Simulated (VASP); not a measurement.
Ge:

```
Ge
1.0
     1.36863   -2.54743    0.00000
     1.36863    2.54743    0.00000
     0.00000    0.00000    2.64315
Ge
1
Direct
  0.50000 0.50000 0.00000
```

Base run:

```yaml
Program: VASP 6.6.1
Functional: r2SCAN
Potentials_or_basis: VASP PAW PBE potentials, release 64 (Ge_d)
Cutoff: 520 eV
k_mesh: 11 × 11 × 10
Occupations: fermi-dirac, width 0.05 eV
Spin: no spin polarisation
```

Its results: band gap on the k mesh zero (band 7 reaches 14.12 eV, above the bottom of band 8 at 4.03 eV); pressure 1.0 GPa.

Task: The run is repeated on the same cell with these changes: functional from r2SCAN to HSE06; k mesh from 11 × 11 × 10 to 6 × 6 × 6. What comes out?

Result: Band gap on the k mesh zero (band 7 reaches 14.65 eV, above the bottom of band 8 at 2.96 eV); pressure 1.9 GPa.

Several settings changed at once, so the effect can't be laid on one alone.

Caveats: some runs use coarse meshes; the PAW data sets were made with another functional, which shifts forces and pressure a little.
